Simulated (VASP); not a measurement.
**Fe: relaxation of cell and atoms with PBE**

Fe:

```
Fe
1.0
     0.00000    1.82778    1.82778
     1.82778    0.00000    1.82778
     1.82778    1.82778    0.00000
Fe
1
Direct
  0.00000 0.00000 0.00000
```

This isn't the form of Fe at room conditions, which is bcc.

```json
{
  "Program": "VASP 6.6.1",
  "Task": "relaxation of cell and atoms",
  "Functional": "PBE",
  "Potentials or basis": "VASP PAW PBE potentials, release 64 (Fe)",
  "Cutoff": "600 eV",
  "k mesh": "20 × 20 × 20",
  "Occupations": "gaussian, width 0.1 eV",
  "Spin": "collinear spin, ferromagnetic start",
  "Starting moments": "[3.01] μB",
  "Dipole correction": "no",
  "Further INCAR settings": "ALGO = Fast; EDIFF = 1e-07; IBRION = 2; EDIFFG = -0.005; NSW = 100; ISIF = 3"
}
```

| Property | Result |
| --- | --- |
| Relaxed volume | 12.04 Å³/atom |
| Relaxed cell | a = 2.573 Å, b = 2.573 Å, c = 2.573 Å, α = 60.00°, β = 60.00°, γ = 60.00° |
| Space group after relaxing (to 0.1 Å) | Fm-3m (No. 225) |
| Energy gained by relaxing | 1.4 meV/atom |
| Ionic steps | 3 |
| Pressure after relaxing | 0.0 GPa |
| Net moment | 2.60 μB per cell |
| Site moments | Fe +2.60 μB |
| Valence electrons inside the program's atomic spheres | Fe 7.16 |

Step by step:
```csv
step,energy change (eV),largest force (eV/Å),pressure (GPa),volume (Å³)
1,0.0000,0.0000,-2.48,12.21
2,-0.0002,0.0000,2.32,11.88
3,-0.0014,0.0000,0.02,12.04
```

Final structure:
```
CELL_PARAMETERS angstrom
0.00000 1.81906 1.81906
1.81906 0.00000 1.81906
1.81906 1.81906 0.00000
ATOMIC_POSITIONS crystal
Fe 0.00000 0.00000 0.00000
```

Levels at points of the mesh, in eV from the Fermi level:
Spin up:
```
           k point  band 1  band 2  band 3  band 4  band 5  band 6  band 7  band 8  band 9  band 10
(0.00, 0.00, 0.00)   -8.37   -2.45   -2.45   -2.45   -1.48   -1.48   21.77   25.79   25.79    25.79
(0.50, 0.00, 0.00)   -4.87   -2.61   -2.61   -0.55   -0.55   -0.15    5.97   20.40   23.44    23.44
(0.50, 0.50, 0.00)   -4.98   -4.34   -0.70   -0.27   -0.27    2.46    9.19   14.02   14.02    18.87
```
Spin down:
| k point | band 1 | band 2 | band 3 | band 4 | band 5 | band 6 |
| --- | --- | --- | --- | --- | --- | --- |
| (0.00, 0.00, 0.00) | -8.12 | -0.07 | -0.07 | -0.07 | 1.52 | 1.52 |
| (0.50, 0.00, 0.00) | -3.44 | -0.05 | -0.05 | -0.01 | 2.31 | 2.31 |
| (0.50, 0.50, 0.00) | -3.18 | -2.43 | 2.43 | 2.45 | 2.45 | 2.70 |

Wall time 3.7 min on 1 thread of Intel Xeon 8259CL, on a shared host, peak memory 0.21 GiB.
